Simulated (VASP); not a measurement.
# Co (P6_3/mmc) in VASP: further runs

Runs on Co. Level: revPBE. Tasks: single point.

Everything below comes from runs of VASP 6.6.1. Logs are shortened: lines on timing, memory, paths and dates and some standing lists are left out, and cuts for length are marked.

**1. The cell of the first run**

Symmetry: P6_3/mmc, No. 194, hexagonal system. Conventional cell: a = 2.512 Å, b = 2.512 Å, c = 8.147 Å, α = 90.00°, β = 90.00°, γ = 120.00°. Within 3.3 Å of Co (site symmetry -3m) lie 12 Co at 2.50 to 2.51 Å. Co (site symmetry -6m2) has 12 Co at 2.50 to 2.51 Å within 3.3 Å.

**2. Single point, revPBE, collinear spin, ferromagnetic start**

Input file INCAR:

```
SYSTEM = Co
PREC = Accurate ; ENCUT = 520
EDIFF = 1E-6 ; ISMEAR = -1
SIGMA = 0.05 ; LREAL = .FALSE.
LASPH = .TRUE. ; NELM = 150
ALGO = Normal ; ISIF = 2
LWAVE = .FALSE. ; LCHARG = .TRUE.
ISPIN = 2 ; MAGMOM = 1.7 1.7 1.7 1.7
LORBIT = 11 ; LMAXMIX = 4
GGA = RE ; LELF = .TRUE.
LVHAR = .TRUE. ; NBANDS = 30
```

Input file KPOINTS:

```
Automatic mesh
0
G
  14 14 4
  0 0 0
```

Input file POSCAR:

```
Co
1.0
    2.5119718577      0.0000000000      0.0000000000
   -1.2559859289      2.1754314424      0.0000000000
    0.0000000000      0.0000000000      8.1466580541
Co
4
Direct
    0.0000000000      0.0000000000      0.0000000000
    0.0000000000      0.0000000000      0.5000000000
    0.3333333333      0.6666666667      0.2500000000
    0.6666666667      0.3333333333      0.7500000000
```

Potentials or basis: VASP PAW PBE potentials, release 64 (Co).

Command:

```console
cat potpaw_PBE.64/Co/POTCAR > POTCAR
mpirun -np 1 vasp_std > vasp.out
```

OUTCAR:

```text
SYSTEM = Co
   PREC = Accurate
   ENCUT = 520
   EDIFF = 1E-6
   ISMEAR = -1
   LREAL = .FALSE.
   LASPH = .TRUE.
   NELM = 150
   ISIF = 2
   ISPIN = 2
   LORBIT = 11
   GGA = RE

 ion  position               nearest neighbor table
   1  0.000  0.000  0.000-   3 2.50   4 2.50   4 2.50   3 2.50   4 2.50   3 2.50
   2  0.000  0.000  0.500-   3 2.50   4 2.50   4 2.50   3 2.50   4 2.50   3 2.50
   3  0.333  0.667  0.250-   1 2.50   2 2.50   1 2.50   2 2.50   1 2.50   2 2.50
   4  0.667  0.333  0.750-   1 2.50   2 2.50   1 2.50   2 2.50   1 2.50   2 2.50

  LATTYP: Found a hexagonal cell.
 ALAT       =     2.5119718577
 C/A-ratio  =     3.2431326924

  Lattice vectors:

 A1 = (   2.5119718577,   0.0000000000,   0.0000000000)
 A2 = (  -1.2559859289,   2.1754314424,   0.0000000000)
 A3 = (   0.0000000000,   0.0000000000,   8.1466580541)

Analysis of symmetry for initial positions (statically):
=====================================================================
 Subroutine PRICEL returns:
 Original cell was already a primitive cell.

 Routine SETGRP: Setting up the symmetry group for a
 hexagonal supercell.

 Subroutine GETGRP returns: Found 24 space group operations
 (whereof 12 operations were pure point group operations)
 out of a pool of 24 trial point group operations.

The static configuration has the point symmetry D_3d.
 The point group associated with its full space group is D_6h.

Analysis of symmetry for dynamics (positions and initial velocities):
=====================================================================
 Subroutine PRICEL returns:
 Original cell was already a primitive cell.

 Routine SETGRP: Setting up the symmetry group for a
 hexagonal supercell.

 Subroutine GETGRP returns: Found 24 space group operations
 (whereof 12 operations were pure point group operations)
 out of a pool of 24 trial point group operations.

The dynamic configuration has the point symmetry D_3d.
 The point group associated with its full space group is D_6h.

Analysis of structural, dynamic, and magnetic symmetry:
=====================================================================
 Subroutine PRICEL returns:
 Original cell was already a primitive cell.

 Routine SETGRP: Setting up the symmetry group for a
 hexagonal supercell.

 Subroutine GETGRP returns: Found 24 space group operations
 (whereof 12 operations were pure point group operations)
 out of a pool of 24 trial point group operations.

The overall configuration has the point symmetry D_3d.
 The point group associated with its full space group is D_6h.

 Subroutine INISYM returns: Found 24 space group operations
 (whereof 12 operations are pure point group operations),
 and found     1 'primitive' translations

----------------------------------------------------------------------------------------

                                     Primitive cell

  volume of cell :      44.5184

  direct lattice vectors                    reciprocal lattice vectors
     2.511971858  0.000000000  0.000000000     0.398093632  0.229839466  0.000000000
    -1.255985929  2.175431442  0.000000000     0.000000000  0.459678931  0.000000000
     0.000000000  0.000000000  8.146658054     0.000000000  0.000000000  0.122749721

  length of vectors
     2.511971858  2.511971858  8.146658054     0.459678931  0.459678931  0.122749721

  position of ions in fractional coordinates (direct lattice)
     0.000000000  0.000000000  0.000000000
     0.000000000  0.000000000  0.500000000
     0.333333333  0.666666667  0.250000000
     0.666666667  0.333333333  0.750000000

  ion indices of the primitive-cell ions
   primitive index   ion index
                 1           1
                 2           2
                 3           3
                 4           4

----------------------------------------------------------------------------------------

 KPOINTS: Automatic mesh

Automatic generation of k-mesh.
 Grid dimensions read from file:
 generate k-points for:   14   14    4

 Generating k-lattice:

  Cartesian coordinates                     Fractional coordinates (reciprocal lattice)
     0.028435259  0.016417105  0.000000000     0.071428571  0.000000000  0.000000000
     0.000000000  0.032834209  0.000000000     0.000000000  0.071428571  0.000000000
     0.000000000  0.000000000  0.030687430     0.000000000  0.000000000  0.250000000

  Length of vectors
     0.032834209  0.032834209  0.030687430

  Shift w.r.t. Gamma in fractional coordinates (k-lattice)
     0.000000000  0.000000000  0.000000000

 Subroutine IBZKPT returns following result:
 ===========================================

 Found     72 irreducible k-points:

 Following reciprocal coordinates:
            Coordinates               Weight
  0.000000  0.000000  0.000000      1.000000
  0.071429  0.000000  0.000000      6.000000
  0.142857  0.000000  0.000000      6.000000
  0.214286 -0.000000  0.000000      6.000000
  0.285714  0.000000  0.000000      6.000000
  0.357143  0.000000  0.000000      6.000000
[... 16 lines left out ...]
  0.285714  0.285714  0.000000      6.000000
  0.357143  0.285714  0.000000      6.000000
 [... further k-points ...]
   k-points           NKPTS =     72   k-points in BZ     NKDIM =     72   number of bands    NBANDS=     30
   number of dos      NEDOS =    301   number of ions     NIONS =      4
   total plane-waves  NPLWV =  25600
   dimension x,y,z NGX =    20 NGY =   20 NGZ =   64
   dimension x,y,z NGXF=    40 NGYF=   40 NGZF=  128
   ions per type =               4
   NGX,Y,Z   is equivalent  to a cutoff of  13.24, 13.24, 13.06 a.u.
   NGXF,Y,Z  is equivalent  to a cutoff of  26.47, 26.47, 26.12 a.u.
 SYSTEM =  Co
   PREC   = accura    normal or accurate (medium, high low for compatibility)
   ISTART =      0    job   : 0-new  1-cont  2-samecut
   ICHARG =      2    charge: 1-file 2-atom 10-const
   ISPIN  =      2    spin polarized calculation?
   LNONCOLLINEAR =      F non collinear calculations
   LSORBIT =      F    spin-orbit coupling
   LASPH  =      T    aspherical Exc in radial PAW
   ENCUT  =  520.0 eV  38.22 Ry    6.18 a.u.   4.67  4.67 15.15*2*pi/ulx,y,z
   NELM   =    150;   NELMIN=  2; NELMDL= -5     # of ELM steps
   EDIFF  = 0.1E-05   stopping-criterion for ELM
   LREAL  =      F    real-space projection
   EDIFFG = 0.1E-04   stopping-criterion for IOM
   NSW    =      0    number of steps for IOM
   IBRION =     -1    ionic relax: 0-MD 1-quasi-New 2-CG
   NFREE  =      0    steps in history (QN), initial steepest desc. (CG)
   ISIF   =      2    stress and relaxation
   ISYM   =      2    0-nonsym 1-usesym 2-fastsym
   POTIM  = 0.5000    time-step for ionic-motion
   TEBEG  =    0.0;   TEEND  =   0.0 temperature during run
   PSTRESS=    0.0 pullay stress
   NELECT =      36.0000    total number of electrons
   NUPDOWN=      -1.0000    fix difference up-down
   EMIN   =  10.00;   EMAX   =-10.00  energy-range for DOS
   EFERMI =   0.00;   METHOD = LEGACY
   ISMEAR =    -1;   SIGMA  =   0.05  broadening in eV -4-tet -1-fermi 0-gaus
   EFERMI_NEDOS =   21; number of points for ismear=-14 and -15
   IALGO  =     38    algorithm
   IMIX   =      4    mixing-type and parameters
     AMIX     =   0.40;   BMIX     =  1.00
     AMIX_MAG =   1.60;   BMIX_MAG =  1.00
  volume/ion in A,a.u.               =      11.13        75.11
  Fermi-wavevector in a.u.,A,eV,Ry     =   1.525208  2.882225 31.650687  2.326260
  Thomas-Fermi vector in A             =   2.633410
   LORBIT       =     11    0 simple, 1 ext, 2 COOP (PROOUT), +10 PAW based schemes
   GGA     = RE    functional components
   LHFCALC =     F    Hartree Fock is set to
   AEXX    =    0.0000 exact exchange contribution
   IVDW    =     0    specifies the selected vdW correction
   LEPSILON=     F    determine dielectric tensor
   LRPA    =     F    only Hartree local field effects (RPA)
 spin polarized calculation
  energy-cutoff  :      520.00
  volume of cell :       44.52
 maximum number of plane-waves:      1218
 NGX is ok and might be reduce to    20
   NGX =  9   NGY =  9   NGZ = 31

 number of electron      36.0000016 magnetization       6.6667025

 Free energy of the ion-electron system (eV)
  ---------------------------------------------------
  ext. energy  EPLUGINS =         0.00000000
  ---------------------------------------------------
  free energy    TOTEN  =       -26.49142716 eV

  energy without entropy =      -26.46029352  energy(sigma->0) =      -26.47586034

 E-fermi :  10.0701     XC(G=0): -13.1742

 val. band max:       10.0647889162   @ k =   0.0714   0.0000   0.0000
 cond. band min:      10.0735760973   @ k =   0.4286  -0.0000   0.0000
 fundamental gap:      0.0087871810
 Fermi energy:        10.0701231381

 spin component 1

 k-point     1 :       0.0000    0.0000    0.0000
  band No.  band energies     occupation
      1       1.2566      1.00000
      2       3.4390      1.00000
      3       3.4659      1.00000
      4       4.9864      1.00000
      5       7.0850      1.00000
      6       7.1167      1.00000
[... 22 lines left out ...]
     29      32.2009      0.00000
     30      33.0638      0.00000

 k-point     2 :       0.0714    0.0000    0.0000
  band No.  band energies     occupation
      1       1.4324      1.00000
      2       3.5898      1.00000
      3       3.6163      1.00000
      4       5.0945      1.00000
      5       6.9611      1.00000
      6       7.0403      1.00000
[... 22 lines left out ...]
     29      31.4306      0.00000
     30      31.5028      0.00000

 k-point     3 :       0.1429    0.0000    0.0000
  band No.  band energies     occupation
      1       1.9470      1.00000
      2       4.0091      1.00000
      3       4.0350      1.00000
      4       5.3823      1.00000
      5       6.7319      1.00000
      6       6.8693      1.00000
[... 682 lines left out ...]
     29      20.0709      0.00000
     30      20.9650      0.00000

 k-point    24 :       0.3571    0.2857    0.0000
  band No.  band energies     occupation
      1       5.8035      1.00000
      2       5.9864      1.00000
      3       6.0585      1.00000
      4       6.1379      1.00000
      5       6.2837      1.00000
      6       6.2875      1.00000
[... 22 lines left out ...]
     29      19.6500      0.00000
     30      22.3691      0.00000

 [... further k-points ...]

 spin component 2

 k-point     1 :       0.0000    0.0000    0.0000
  band No.  band energies     occupation
      1       1.2224      1.00000
      2       3.4899      1.00000
      3       3.4943      1.00000
      4       5.9372      1.00000
      5       8.4743      1.00000
      6       8.5412      1.00000
[... 22 lines left out ...]
     29      31.8290      0.00000
     30      32.7323      0.00000

 k-point     2 :       0.0714    0.0000    0.0000
  band No.  band energies     occupation
      1       1.3989      1.00000
      2       3.6448      1.00000
      3       3.6492      1.00000
      4       6.0609      1.00000
      5       8.3762      1.00000
      6       8.4975      1.00000
[... 22 lines left out ...]
     29      31.2338      0.00000
     30      31.4231      0.00000

 k-point     3 :       0.1429    0.0000    0.0000
  band No.  band energies     occupation
      1       1.9173      1.00000
      2       4.0878      1.00000
      3       4.0920      1.00000
      4       6.3979      1.00000
      5       8.1632      1.00000
      6       8.3636      1.00000
[... 682 lines left out ...]
     29      20.6784      0.00000
     30      21.5064      0.00000

 k-point    24 :       0.3571    0.2857    0.0000
  band No.  band energies     occupation
      1       7.1065      1.00000
      2       7.1564      1.00000
      3       7.3132      1.00000
      4       7.3660      1.00000
      5       7.4051      1.00000
      6       7.4508      1.00000
[... 22 lines left out ...]
     29      20.2904      0.00000
     30      22.8091      0.00000

 [... further k-points ...]

------------------------ aborting loop because EDIFF is reached ----------------------------------------

  FORCE on cell =-STRESS in cart. coord.  units (eV):
  Direction    XX          YY          ZZ          XY          YZ          ZX
  --------------------------------------------------------------------------------------
  -------------------------------------------------------------------------------------
  Total       -0.1491594     -0.1491594     -0.2274843      0.0000000     -0.0000000      0.0000000
  in kB       -5.3681116     -5.3681116     -8.1869555      0.0000000     -0.0000000      0.0000000
  external PRESSURE =      -6.3077262 kB  Pullay stress =       0.0000000 kB

 VOLUME and BASIS-vectors are now :
 -----------------------------------------------------------------------------
  energy-cutoff  :      520.00
  volume of cell :       44.52
      direct lattice vectors                 reciprocal lattice vectors
     2.511971858  0.000000000  0.000000000     0.398093632  0.229839466  0.000000000
    -1.255985929  2.175431442  0.000000000     0.000000000  0.459678931  0.000000000
     0.000000000  0.000000000  8.146658054     0.000000000  0.000000000  0.122749721

 POSITION                                       TOTAL-FORCE (eV/Angst)
 -----------------------------------------------------------------------------------
      0.00000      0.00000      0.00000         0.000000      0.000000      0.000000
      0.00000      0.00000      4.07333         0.000000      0.000000      0.000000
     -0.00000      1.45029      2.03666        -0.000000      0.000000      0.000000
      1.25599      0.72514      6.10999         0.000000     -0.000000     -0.000000
 -----------------------------------------------------------------------------------
    total drift:                                0.000000     -0.000000      0.000000

  FREE ENERGIE OF THE ION-ELECTRON SYSTEM (eV)
  ---------------------------------------------------
  free  energy   TOTEN  =       -26.4914271555 eV

  energy  without entropy=      -26.4602935207  energy(sigma->0) =      -26.47586034

 total charge

# of ion       s       p       d       tot
------------------------------------------
    1        0.482   0.501   7.243   8.226
    2        0.482   0.501   7.243   8.226
    3        0.481   0.504   7.236   8.222
    4        0.481   0.504   7.236   8.222
--------------------------------------------------
tot          1.926   2.012  28.959  32.896

 magnetization (x)

# of ion       s       p       d       tot
------------------------------------------
    1       -0.014  -0.052   1.750   1.683
    2       -0.014  -0.052   1.750   1.683
    3       -0.013  -0.054   1.769   1.701
    4       -0.013  -0.054   1.769   1.701
--------------------------------------------------
tot         -0.054  -0.214   7.037   6.769
```

Run time: 97 s. Hardware: 1 thread of Intel Xeon 6975P-C (Granite Rapids), shared host; peak memory 0.26 GiB.

What came out:

```
Free energy                                           : -26.4914 eV
Pressure                                              : -0.6 GPa
Net moment                                            : 6.67 μB per cell
Site moments                                          : Co +1.68, +1.70 (each value once) μB
Valence electrons inside the program's atomic spheres : Co 8.23, 8.22 (each value once)
```

Caveat: the PAW data sets were made with another functional, which shifts forces and pressure a little.

**3. Single point, revPBE, collinear spin, ferromagnetic start**

Input file INCAR:

```
SYSTEM = Co
PREC = Accurate
ENCUT = 520
EDIFF = 1E-6
ISMEAR = -1
SIGMA = 0.05
LREAL = .False.
LASPH = .True.
NELM = 150
ALGO = Normal
ISIF = 2
LWAVE = .False.
LCHARG = .True.
ISPIN = 2
MAGMOM = 1.75 1.75 1.769 1.769
LORBIT = 11
LMAXMIX = 4
GGA = RE
LELF = .True.
LVHAR = .True.
NBANDS = 30
```

Input file KPOINTS:

```
Automatic mesh
0
Gamma
  19 19 5
  0 0 0
```

POSCAR is that of step 2.

Potentials or basis: VASP PAW PBE potentials, release 64 (Co).

Command:

```console
cat potpaw_PBE.64/Co/POTCAR > POTCAR
mpirun -np 1 vasp_std > vasp.out
```

Run time: 2.5 min. Hardware: 1 thread of Intel Xeon 6975P-C (Granite Rapids), shared host; peak memory 0.33 GiB.

Results (log left out):

```yaml
Free_energy: -26.4971 eV
Pressure: -0.9 GPa
Net_moment: 6.61 μB per cell
Site_moments: Co +1.67, +1.69 (each value once) μB
Valence_electrons_inside_the_program's_atomic_spheres: Co 8.23, 8.22 (each value once)
```

Levels at points of the mesh, in eV from the Fermi level:
Spin up:
```
           k point  band 19  band 20  band 21  band 22  band 23  band 24
(0.00, 0.00, 0.00)    -1.59    -1.27    -1.27    -0.90    -0.90    -0.16
```
Spin down:
```tsv
k point	band 10	band 11	band 12	band 13	band 14	band 15	band 16	band 17	band 18	band 19
(0.00, 0.00, 0.00)	-1.07	-1.02	-0.79	-0.79	-0.75	-0.75	-0.27	0.07	0.07	0.39
```

Caveat: the PAW data sets were made with another functional, which shifts forces and pressure a little.
